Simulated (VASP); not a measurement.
# HgPt (P4/mmm) in VASP: a series of runs, part 2 of 2

VASP 6.6.1. The steps go on from the part before.

## Step 3: Electric field gradients, LDA (12.76 Å³/atom)

This run uses another cell than the first one, of 12.76 Å³/atom.

File INCAR:

```
  PREC = Accurate
  ENCUT = 430
  EDIFF = 1E-8
  ISMEAR = -1
  SIGMA = 0.05
  LREAL = False
  LASPH = True
  NELM = 120
  ALGO = Normal
  ISIF = 2
  LWAVE = False
  LCHARG = False
  GGA = CA
  LEFG = True
  NBANDS = 26
  GGA_COMPAT = False
```

File KPOINTS:

```
regular mesh
0
Gamma
  12 12 9
```

File POSCAR:

```
HgPt
1.0
    2.6847207018      0.0000000000      0.0000000000
    0.0000000000      2.6847207018      0.0000000000
    0.0000000000      0.0000000000      3.5406592716
Hg Pt
1 1
Direct
    0.0000000000      0.0000000000      0.0000000000
    0.5000000000      0.5000000000      0.5000000000
```

Potentials or basis: VASP PAW LDA potentials, release 64 (Hg_sv_GW, Pt_sv_GW).

Launch:

```console
$ cat potpaw_LDA.64/Hg_sv_GW/POTCAR potpaw_LDA.64/Pt_sv_GW/POTCAR > POTCAR
$ mpirun -np 1 vasp_std > vasp.out
```

OUTCAR:

```text
PREC = Accurate
   ENCUT = 430
   EDIFF = 1E-8
   ISMEAR = -1
   LREAL = False
   LASPH = True
   NELM = 120
   ISIF = 2
   GGA = CA

 ion  position               nearest neighbor table
   1  0.000  0.000  0.000-   2 2.60   2 2.60   2 2.60   2 2.60   2 2.60   2 2.60   2 2.60   2 2.60

   2  0.500  0.500  0.500-   1 2.60   1 2.60   1 2.60   1 2.60   1 2.60   1 2.60   1 2.60   1 2.60

  LATTYP: Found a simple tetragonal cell.
 ALAT       =     2.6847207018
 C/A-ratio  =     1.3188184787

  Lattice vectors:

 A1 = (   2.6847207018,   0.0000000000,   0.0000000000)
 A2 = (   0.0000000000,   2.6847207018,   0.0000000000)
 A3 = (   0.0000000000,   0.0000000000,   3.5406592716)

Analysis of symmetry for initial positions (statically):
=====================================================================
 Subroutine PRICEL returns:
 Original cell was already a primitive cell.

 Routine SETGRP: Setting up the symmetry group for a
 simple tetragonal supercell.

 Subroutine GETGRP returns: Found 16 space group operations
 (whereof 16 operations were pure point group operations)
 out of a pool of 16 trial point group operations.

The static configuration has the point symmetry D_4h.

Analysis of symmetry for dynamics (positions and initial velocities):
=====================================================================
 Subroutine PRICEL returns:
 Original cell was already a primitive cell.

 Routine SETGRP: Setting up the symmetry group for a
 simple tetragonal supercell.

 Subroutine GETGRP returns: Found 16 space group operations
 (whereof 16 operations were pure point group operations)
 out of a pool of 16 trial point group operations.

The dynamic configuration has the point symmetry D_4h.

 Subroutine INISYM returns: Found 16 space group operations
 (whereof 16 operations are pure point group operations),
 and found     1 'primitive' translations

----------------------------------------------------------------------------------------

                                     Primitive cell

  volume of cell :      25.5201

  direct lattice vectors                    reciprocal lattice vectors
     2.684720702  0.000000000  0.000000000     0.372478224  0.000000000  0.000000000
     0.000000000  2.684720702  0.000000000     0.000000000  0.372478224  0.000000000
     0.000000000  0.000000000  3.540659272     0.000000000  0.000000000  0.282433277

  length of vectors
     2.684720702  2.684720702  3.540659272     0.372478224  0.372478224  0.282433277

  position of ions in fractional coordinates (direct lattice)
     0.000000000  0.000000000  0.000000000
     0.500000000  0.500000000  0.500000000

  ion indices of the primitive-cell ions
   primitive index   ion index
                 1           1
                 2           2

----------------------------------------------------------------------------------------

 KPOINTS: regular mesh

Automatic generation of k-mesh.
[... 70 lines left out ...]
   IBRION =     -1    ionic relax: 0-MD 1-quasi-New 2-CG
   NFREE  =      0    steps in history (QN), initial steepest desc. (CG)
   ISIF   =      2    stress and relaxation
   ISYM   =      2    0-nonsym 1-usesym 2-fastsym
   POTIM  = 0.5000    time-step for ionic-motion
   TEBEG  =    0.0;   TEEND  =   0.0 temperature during run
   PSTRESS=    0.0 pullay stress
   NELECT =      38.0000    total number of electrons
   NUPDOWN=      -1.0000    fix difference up-down
   EMIN   =  10.00;   EMAX   =-10.00  energy-range for DOS
   EFERMI =   0.00;   METHOD = LEGACY
   ISMEAR =    -1;   SIGMA  =   0.05  broadening in eV -4-tet -1-fermi 0-gaus
   EFERMI_NEDOS =   21; number of points for ismear=-14 and -15
   IALGO  =     38    algorithm
   IMIX   =      4    mixing-type and parameters
     AMIX     =   0.40;   BMIX     =  1.00
     AMIX_MAG =   1.60;   BMIX_MAG =  1.00
  volume/ion in A,a.u.               =      12.76        86.11
  Fermi-wavevector in a.u.,A,eV,Ry     =   1.869427  3.532705 47.549074  3.494758
  Thomas-Fermi vector in A             =   2.915467
   LORBIT       =      0    0 simple, 1 ext, 2 COOP (PROOUT), +10 PAW based schemes
   GGA     = CA    functional components
   LHFCALC =     F    Hartree Fock is set to
   AEXX    =    0.0000 exact exchange contribution
   IVDW    =     0    specifies the selected vdW correction
   LEPSILON=     F    determine dielectric tensor
   LRPA    =     F    only Hartree local field effects (RPA)
 non-spin polarized calculation
  energy-cutoff  :      430.00
  volume of cell :       25.52
 maximum number of plane-waves:       535
   NGX =  9   NGY =  9   NGZ = 11

 number of electron      38.0000009 magnetization

 Free energy of the ion-electron system (eV)
  ---------------------------------------------------
  ext. energy  EPLUGINS =         0.00000000
  ---------------------------------------------------
  free energy    TOTEN  =        -6.23536586 eV

  energy without entropy =       -6.23232808  energy(sigma->0) =       -6.23384697

 E-fermi :  14.7995     XC(G=0): -15.5710

 val. band max:       14.7896472840   @ k =   0.5000   0.0000   0.3333
 cond. band min:      14.8678703821   @ k =   0.5000   0.5000   0.0000
 fundamental gap:      0.0782230981
 Fermi energy:        14.7994924894

 k-point     1 :       0.0000    0.0000    0.0000
  band No.  band energies     occupation
      1    -101.4376      2.00000
      2     -83.9430      2.00000
      3     -50.1377      2.00000
      4     -50.0776      2.00000
      5     -50.0776      2.00000
      6     -38.6426      2.00000
[... 685 lines left out ...]
     25      27.4528      0.00000
     26      27.7620      0.00000

 [... further k-points ...]

------------------------ aborting loop because EDIFF is reached ----------------------------------------

  FORCE on cell =-STRESS in cart. coord.  units (eV):
  Direction    XX          YY          ZZ          XY          YZ          ZX
  --------------------------------------------------------------------------------------
  -------------------------------------------------------------------------------------
  Total       17.2128668     17.2128668     17.2380260      0.0000000     -0.0000000      0.0000000
  in kB     1080.6409797   1080.6409797   1082.2204965      0.0000000     -0.0000000      0.0000000
  external PRESSURE =    1081.1674853 kB  Pullay stress =       0.0000000 kB

 VOLUME and BASIS-vectors are now :
 -----------------------------------------------------------------------------
  energy-cutoff  :      430.00
  volume of cell :       25.52
      direct lattice vectors                 reciprocal lattice vectors
     2.684720702  0.000000000  0.000000000     0.372478224  0.000000000  0.000000000
     0.000000000  2.684720702  0.000000000     0.000000000  0.372478224  0.000000000
     0.000000000  0.000000000  3.540659272     0.000000000  0.000000000  0.282433277

 POSITION                                       TOTAL-FORCE (eV/Angst)
 -----------------------------------------------------------------------------------
      0.00000      0.00000      0.00000         0.000000      0.000000      0.000000
      1.34236      1.34236      1.77033         0.000000      0.000000      0.000000
 -----------------------------------------------------------------------------------
    total drift:                                0.000000     -0.000000     -0.000000

  FREE ENERGIE OF THE ION-ELECTRON SYSTEM (eV)
  ---------------------------------------------------
  free  energy   TOTEN  =        -6.2353658637 eV

  energy  without entropy=       -6.2323280832  energy(sigma->0) =       -6.23384697

 Electric field gradients (V/A^2)
---------------------------------------------------------------------
 ion       V_xx      V_yy      V_zz      V_xy      V_xz      V_yz
---------------------------------------------------------------------
   1      84.507    84.507  -169.014    -0.000    -0.000     0.000
   2     -88.766   -88.766   177.531     0.000     0.000    -0.000
---------------------------------------------------------------------

 Electric field gradients after diagonalization (V/A^2)
 (convention: |V_zz| > |V_xx| > |V_yy|)
----------------------------------------------------------------------
 ion       V_xx      V_yy      V_zz     asymmetry (V_yy - V_xx)/ V_zz
----------------------------------------------------------------------
   1      84.507    84.507  -169.014       0.000
   2     -88.766   -88.766   177.531       0.000
----------------------------------------------------------------------

           NMR quadrupolar parameters

 Cq : quadrupolar parameter    Cq=e*Q*V_zz/h
 eta: asymmetry parameters     (V_yy - V_xx)/ V_zz
 Q  : nuclear electric quadrupole moment in mb (millibarn)
----------------------------------------------------------------------
 ion       Cq(MHz)       eta       Q (mb)
----------------------------------------------------------------------
   1      -0.409       0.000       1.000
   2       0.429       0.000       1.000
----------------------------------------------------------------------
```

OSZICAR:

```text
N       E                     dE             d eps       ncg     rms          rms(c)
DAV:   1     0.598075861497E+03    0.59808E+03   -0.22309E+04  7998   0.177E+03
DAV:   2     0.258663881018E+02   -0.57221E+03   -0.54957E+03  7392   0.718E+02
DAV:   3    -0.615352247787E+01   -0.32020E+02   -0.31528E+02 10016   0.174E+02
DAV:   4    -0.692319129749E+01   -0.76967E+00   -0.76848E+00  8714   0.293E+01
DAV:   5    -0.694899367373E+01   -0.25802E-01   -0.25798E-01  9810   0.526E+00    0.117E+02
DAV:   6    -0.630030144752E+01    0.64869E+00   -0.18238E+00  9070   0.103E+01    0.601E+01
DAV:   7    -0.625117024313E+01    0.49131E-01   -0.37012E-01 10410   0.107E+01    0.129E+01
DAV:   8    -0.623737475768E+01    0.13795E-01   -0.59184E-02 10322   0.472E+00    0.102E+00
DAV:   9    -0.623548472934E+01    0.18900E-02   -0.92009E-03 10598   0.152E+00    0.624E-01
DAV:  10    -0.623538062619E+01    0.10410E-03   -0.56376E-04  9806   0.482E-01    0.227E-01
DAV:  11    -0.623536734101E+01    0.13285E-04   -0.64335E-05 11204   0.134E-01    0.647E-02
DAV:  12    -0.623536587752E+01    0.14635E-05   -0.62768E-06 10154   0.408E-02    0.108E-02
DAV:  13    -0.623536586388E+01    0.13642E-07   -0.34230E-07 10472   0.689E-03    0.229E-03
DAV:  14    -0.623536586374E+01    0.13915E-09   -0.13828E-08  5716   0.109E-03
   1 F= -.62353659E+01 E0= -.62338470E+01  d E =-.303778E-02
```

Run time: 34 s. Hardware: 1 thread of AMD EPYC 9R45 (Zen 5), shared host; peak memory 0.17 GiB.

Results:

* Free energy: -6.2354 eV
* Pressure: 108.1 GPa
* Band gap on the k mesh: zero (bands 19 and 20 overlap by 5.38 eV)
* Largest electric field gradient by atom: Hg -169.0; Pt +177.5 V/Å²

Electric field gradients, principal values (V/Å²):
| atom | least | middle | greatest (by size) |
| --- | --- | --- | --- |
| 1 Hg | 84.507 | 84.507 | -169.014 |
| 2 Pt | -88.766 | -88.766 | 177.531 |

Caveat: the cell stands under pressure; without QUAD_EFG the Cq values of the log hold for a quadrupole moment of 1 mb, not for the nuclei; spin-orbit coupling is left out, which moves the levels of the heavy elements.

The gap in the log of VASP goes by the Fermi energy; the results here count the filled bands.